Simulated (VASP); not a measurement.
# Mo in VASP: single point with PBE+D3(BJ)

Aim: the single point of Mo with PBE+D3(BJ).

Program: VASP 6.6.1. These are calculated values, not measurements. Logs are shortened: lines on timing, memory, paths and dates and some standing lists are left out, and cuts for length are marked.

**1. The cell of the first run**

The cell holds a slab with vacuum, 12 atoms: a = 5.422 Å, b = 5.422 Å, c = 24.817 Å, α = 90.00°, β = 90.00°, γ = 109.47°.

**2. Single point, PBE+D3(BJ)**

File INCAR:

```
ALGO = Normal
DIPOL = 0.5 0.5 0.410
EDIFF = 1E-6
ENCUT = 400
GGA = PE
GGA_COMPAT = F
IDIPOL = 3
ISIF = 2
ISMEAR = 0
IVDW = 12
LASPH = T
LCHARG = F
LDIPOL = T
LREAL = F
LWAVE = F
NBANDS = 96
NELM = 120
NELMDL = -8
PREC = Accurate
SIGMA = 0.1
```

File KPOINTS:

```
k-points
0
Gamma
  4 4 1
```

File POSCAR:

```
Mo
1.0
    5.4216946106      0.0000000000      0.0000000000
   -1.8072315369      5.1116226996      0.0000000000
    0.0000000000      0.0000000000     24.8170951124
Mo
12
Direct
    0.2500000000      0.2500000000      0.3223584373
    0.2500000000      0.7500000000      0.3223584373
    0.7500000000      0.2500000000      0.3223584373
    0.7500000000      0.7500000000      0.3223584373
    0.4941754782      0.4957198281      0.4088290726
    0.4949360883     -0.0019765080      0.4108182999
   -0.0092865618      0.4990292384      0.4084998144
   -0.0096545074     -0.0044159321      0.4067873703
    0.7554648186      0.7535471598      0.5003966507
    0.7362352453      0.2597537322      0.5023960911
    0.2517633181      0.7644906509      0.4983505351
    0.2032358169      0.2573351451      0.4975942261
```

Potentials or basis: VASP PAW PBE potentials, release 64 (Mo_sv).

Run with:

```console
$ cat potpaw_PBE.64/Mo_sv/POTCAR > POTCAR
$ mpirun -np 1 vasp_std > vasp.out
```

OUTCAR:

```text
EDIFF = 1E-6
   ENCUT = 400
   GGA = PE
   ISIF = 2
   ISMEAR = 0
   IVDW = 12
   LASPH = T
   LREAL = F
   NELM = 120
   NELMDL = -8
   PREC = Accurate
 IVDW          = 12

 ion  position               nearest neighbor table
   1  0.250  0.250  0.322-   5 2.64   8 2.64   3 2.71   3 2.71   2 2.71   2 2.71   7 3.10   6 3.11
                             4 3.13   4 3.13
   2  0.250  0.750  0.322-   7 2.67   6 2.68   4 2.71   4 2.71   1 2.71   1 2.71   8 3.07   5 3.08
                             3 3.13   3 3.13
   3  0.750  0.250  0.322-   7 2.63   6 2.71   1 2.71   1 2.71   4 2.71   4 2.71   8 3.03   5 3.09
                             2 3.13   2 3.13
   4  0.750  0.750  0.322-   8 2.59   5 2.67   2 2.71   2 2.71   3 2.71   3 2.71   7 3.05   6 3.13
                             1 3.13   1 3.13
   5  0.494  0.496  0.409-   1 2.64   4 2.67   7 2.69   6 2.70   6 2.72   7 2.74  12 2.77   9 2.79
                             2 3.08   3 3.09   8 3.12  10 3.14   8 3.14  11 3.17
   6  0.495  0.998  0.411-  11 2.64   2 2.68   8 2.69   5 2.70   3 2.71   5 2.72   8 2.73  10 2.77
                             1 3.11   7 3.12   4 3.13   7 3.14   9 3.15  12 3.26
   7  0.991  0.499  0.408-   3 2.63   2 2.67   5 2.69   8 2.69   8 2.73   5 2.74  11 2.77  10 2.80
                            12 2.99   4 3.05   1 3.10   6 3.12   6 3.14   9 3.15
   8  0.990  0.996  0.407-   4 2.59   1 2.64   6 2.69   7 2.69  12 2.71   7 2.73   6 2.73   9 2.76
                             3 3.03   2 3.07   5 3.12   5 3.14  11 3.15  10 3.30
   9  0.755  0.754  0.500-  10 2.64  11 2.67  11 2.75   8 2.76  10 2.78   5 2.79  12 2.99   7 3.15
                             6 3.15  12 3.29
  10  0.736  0.260  0.502-  12 2.54   9 2.64   6 2.77   9 2.78   7 2.80  12 2.89  11 3.07   5 3.14
                            11 3.20   8 3.30
  11  0.252  0.764  0.498-   6 2.64   9 2.67  12 2.67   9 2.75  12 2.77   7 2.77  10 3.07   8 3.15
                             5 3.17  10 3.20
  12  0.203  0.257  0.498-  10 2.54  11 2.67   8 2.71   5 2.77  11 2.77  10 2.89   9 2.99   7 2.99
                             6 3.26   9 3.29

  LATTYP: Found a base centered orthorhombic cell.
 ALAT       =     6.2604336858
 B/A-ratio  =     1.4142135624
 C/A-ratio  =     3.9641175609

  Lattice vectors:

 A1 = (   5.4216946106,   0.0000000000,   0.0000000000)
 A2 = (  -1.8072315369,   5.1116226996,   0.0000000000)
 A3 = (   0.0000000000,   0.0000000000,  24.8170951124)

Analysis of symmetry for initial positions (statically):
=====================================================================
 Subroutine PRICEL returns:
 Original cell was already a primitive cell.

 Routine SETGRP: Setting up the symmetry group for a
 base centered orthorhombic supercell.

 Subroutine GETGRP returns: Found  1 space group operations
 (whereof  1 operations were pure point group operations)
 out of a pool of  8 trial point group operations.

The static configuration has the point symmetry C_1 .

Analysis of symmetry for dynamics (positions and initial velocities):
=====================================================================
 Subroutine PRICEL returns:
 Original cell was already a primitive cell.

 Routine SETGRP: Setting up the symmetry group for a
 base centered orthorhombic supercell.

 Subroutine GETGRP returns: Found  1 space group operations
 (whereof  1 operations were pure point group operations)
 out of a pool of  8 trial point group operations.

The dynamic configuration has the point symmetry C_1 .

 Subroutine INISYM returns: Found  1 space group operations
 (whereof  1 operations are pure point group operations),
 and found     1 'primitive' translations

----------------------------------------------------------------------------------------

                                     Primitive cell

  volume of cell :     687.7725

  direct lattice vectors                    reciprocal lattice vectors
     5.421694611  0.000000000  0.000000000     0.184444177  0.065210864  0.000000000
    -1.807231537  5.111622700  0.000000000     0.000000000  0.195632592  0.000000000
     0.000000000  0.000000000 24.817095112     0.000000000  0.000000000  0.040294805

  length of vectors
     5.421694611  5.421694611 24.817095112     0.195632592  0.195632592  0.040294805

  position of ions in fractional coordinates (direct lattice)
     0.250000000  0.250000000  0.322358437
     0.250000000  0.750000000  0.322358437
     0.750000000  0.250000000  0.322358437
     0.750000000  0.750000000  0.322358437
     0.494175478  0.495719828  0.408829073
[... 37 lines left out ...]

  Length of vectors
     0.048908148  0.048908148  0.040294805

  Shift w.r.t. Gamma in fractional coordinates (k-lattice)
     0.000000000  0.000000000  0.000000000

 Subroutine IBZKPT returns following result:
 ===========================================

 Found     10 irreducible k-points:

 Following reciprocal coordinates:
            Coordinates               Weight
  0.000000  0.000000  0.000000      1.000000
  0.250000  0.000000  0.000000      2.000000
  0.000000  0.250000  0.000000      2.000000
  0.500000  0.000000  0.000000      1.000000
  0.000000  0.500000  0.000000      1.000000
  0.250000  0.250000  0.000000      2.000000
  0.500000  0.250000  0.000000      2.000000
  0.250000  0.500000  0.000000      2.000000
 -0.250000  0.250000  0.000000      2.000000
  0.500000  0.500000  0.000000      1.000000
   k-points           NKPTS =     10   k-points in BZ     NKDIM =     10   number of bands    NBANDS=     96
   number of dos      NEDOS =    301   number of ions     NIONS =     12
   total plane-waves  NPLWV = 209952
   dimension x,y,z NGX =    36 NGY =   36 NGZ =  162
   dimension x,y,z NGXF=    72 NGYF=   72 NGZF=  324
   ions per type =              12
   NGX,Y,Z   is equivalent  to a cutoff of  11.04, 11.04, 10.85 a.u.
   NGXF,Y,Z  is equivalent  to a cutoff of  22.08, 22.08, 21.70 a.u.
 SYSTEM =  unknown system
   PREC   = accura    normal or accurate (medium, high low for compatibility)
   ISTART =      0    job   : 0-new  1-cont  2-samecut
   ICHARG =      2    charge: 1-file 2-atom 10-const
   ISPIN  =      1    spin polarized calculation?
   LNONCOLLINEAR =      F non collinear calculations
   LSORBIT =      F    spin-orbit coupling
   LASPH  =      T    aspherical Exc in radial PAW
   ENCUT  =  400.0 eV  29.40 Ry    5.42 a.u.   8.84  8.84 40.47*2*pi/ulx,y,z
   NELM   =    120;   NELMIN=  2; NELMDL= -8     # of ELM steps
   EDIFF  = 0.1E-05   stopping-criterion for ELM
   LREAL  =      F    real-space projection
[... 7 lines left out ...]
   TEBEG  =    0.0;   TEEND  =   0.0 temperature during run
   PSTRESS=    0.0 pullay stress
   NELECT =     168.0000    total number of electrons
   NUPDOWN=      -1.0000    fix difference up-down
   EMIN   =  10.00;   EMAX   =-10.00  energy-range for DOS
   EFERMI =   0.00;   METHOD = LEGACY
   ISMEAR =     0;   SIGMA  =   0.10  broadening in eV -4-tet -1-fermi 0-gaus
   EFERMI_NEDOS =   21; number of points for ismear=-14 and -15
   IALGO  =     38    algorithm
   IMIX   =      4    mixing-type and parameters
     AMIX     =   0.40;   BMIX     =  1.00
     AMIX_MAG =   1.60;   BMIX_MAG =  1.00
  volume/ion in A,a.u.               =      57.31       386.78
  Fermi-wavevector in a.u.,A,eV,Ry     =   1.023363  1.933875 14.248995  1.047272
  Thomas-Fermi vector in A             =   2.157092
   LORBIT       =      0    0 simple, 1 ext, 2 COOP (PROOUT), +10 PAW based schemes
   GGA     = PE    functional components
   LHFCALC =     F    Hartree Fock is set to
   AEXX    =    0.0000 exact exchange contribution
   IVDW    =    12    specifies the selected vdW correction
   LEPSILON=     F    determine dielectric tensor
   LRPA    =     F    only Hartree local field effects (RPA)
 non-spin polarized calculation
 Gauss-broadening in eV      SIGMA  =   0.10
  energy-cutoff  :      400.00
  volume of cell :      687.77
 maximum number of plane-waves:     12518
   NGX = 17   NGY = 17   NGZ = 81

 dipolmoment           0.000000      0.000000     -0.525294 electrons x Angstroem

 number of electron     168.0000016 magnetization

 dipolmoment           0.000000      0.000000      0.025586 electrons x Angstroem

 Free energy of the ion-electron system (eV)
  ---------------------------------------------------
  ext. energy  EPLUGINS =         0.00000000
  ---------------------------------------------------
  free energy    TOTEN  =      -120.95043209 eV

  energy without entropy =     -120.88708742  energy(sigma->0) =     -120.91875975

 E-fermi :   0.0860     XC(G=0):  -4.5028

 val. band max:        0.0850070296   @ k =   0.2500   0.2500   0.0000
 cond. band min:       0.0949181284   @ k =   0.2500   0.5000   0.0000
 fundamental gap:      0.0099110988
 Fermi energy:         0.0859900194

 k-point     1 :       0.0000    0.0000    0.0000
  band No.  band energies     occupation
      1     -61.1561      2.00000
      2     -60.9734      2.00000
      3     -60.9703      2.00000
      4     -60.8932      2.00000
      5     -60.8630      2.00000
      6     -60.8143      2.00000
[... 979 lines left out ...]
     95       0.7462      0.00000
     96       0.8808      0.00000

------------------------ aborting loop because EDIFF is reached ----------------------------------------

 vacuum level on the upper side and lower side of the slab       (xc-potential included)        -0.057        -0.223

 Edisp (eV)   -5.67278

 E8    (eV) :    -2.8007

  FORCE on cell =-STRESS in cart. coord.  units (eV):
  Direction    XX          YY          ZZ          XY          YZ          ZX
  --------------------------------------------------------------------------------------
  -------------------------------------------------------------------------------------
  Total     -12.76249   -13.31475    -7.45330    -1.38114    -0.82016     1.71211
  in kB     -29.73043   -31.01692   -17.36259    -3.21739    -1.91057     3.98839
  external pressure =      -26.04 kB  Pullay stress =        0.00 kB

 VOLUME and BASIS-vectors are now :
 -----------------------------------------------------------------------------
  energy-cutoff  :      400.00
  volume of cell :      687.77
      direct lattice vectors                 reciprocal lattice vectors
     5.421694611  0.000000000  0.000000000     0.184444177  0.065210864  0.000000000
    -1.807231537  5.111622700  0.000000000     0.000000000  0.195632592  0.000000000
     0.000000000  0.000000000 24.817095112     0.000000000  0.000000000  0.040294805

 POSITION                                       TOTAL-FORCE (eV/Angst)
 -----------------------------------------------------------------------------------
      0.90362      1.27791      8.00000         0.036769     -0.058033      0.091161
     -0.00000      3.83372      8.00000        -0.027007      0.030950      0.151763
      3.61446      1.27791      8.00000        -0.092278      0.051044      0.115494
      2.71085      3.83372      8.00000        -0.324559     -0.074087      0.001893
      1.78339      2.53393     10.14595        -0.188360     -0.013873      0.592127
      0.87973      5.10152     10.19532        -0.052815      0.087017      0.049245
      4.46948      2.55085     10.13778         0.198209      0.170744      0.318723
      3.57010      5.08905     10.09528         0.046162      0.214351      1.040995
      2.73407      3.85185     12.41839        -0.470779     -0.375021     -0.803079
      3.52221      1.32776     12.46801        -0.076587      0.095176     -0.913027
     -0.01663      3.90779     12.36761        -0.253864     -0.270616     -0.428595
      0.63682      1.31540     12.34884         1.205109      0.142348     -0.216701
 -----------------------------------------------------------------------------------
    total drift:                               -0.000551      0.001070     -0.000444

  FREE ENERGIE OF THE ION-ELECTRON SYSTEM (eV)
  ---------------------------------------------------
  free  energy   TOTEN  =      -126.6232089172 eV

  energy  without entropy=     -126.5598642424  energy(sigma->0) =     -126.59153658

 vacuum level on the upper side and lower side of the slab         4.720         4.550
```

It took 14 min on 1 thread of AMD EPYC 9R45 (Zen 5), shared host; peak memory 0.61 GiB.

What came out:

| Property | Result |
| --- | --- |
| Free energy | -126.6232 eV |
| Largest force | 1.233 eV/Å |
| Band gap on the k mesh | zero (band 84 reaches 1.16 eV, above the bottom of band 85 at -0.48 eV) |
| Dispersion energy per atom | -0.473 eV |

Forces in eV/Å, atoms in the order of the input:
```
Mo   0.037 -0.058  0.091
Mo  -0.027  0.031  0.152
Mo  -0.092  0.051  0.115
Mo  -0.325 -0.074  0.002
Mo  -0.188 -0.014  0.592
Mo  -0.053  0.087  0.049
Mo   0.198  0.171  0.319
Mo   0.046  0.214  1.041
Mo  -0.471 -0.375 -0.803
Mo  -0.077  0.095 -0.913
Mo  -0.254 -0.271 -0.429
Mo   1.205  0.142 -0.217
```

Levels at points of the mesh, in eV from the Fermi level:
```csv
k point,band 80,band 81,band 82,band 83,band 84,band 85,band 86,band 87,band 88,band 89
"(0.00, 0.00, 0.00)",0.16,0.29,0.30,0.80,1.07,1.15,1.22,1.29,1.35,1.52
"(0.50, 0.00, 0.00)",-0.95,-0.70,-0.65,-0.63,-0.35,0.13,0.27,0.34,0.40,0.56
"(0.00, 0.50, 0.00)",-0.89,-0.70,-0.66,-0.63,-0.32,0.10,0.33,0.40,0.41,0.49
"(0.50, 0.50, 0.00)",-0.82,-0.74,-0.69,-0.65,-0.61,-0.57,-0.51,-0.31,-0.23,0.23
```
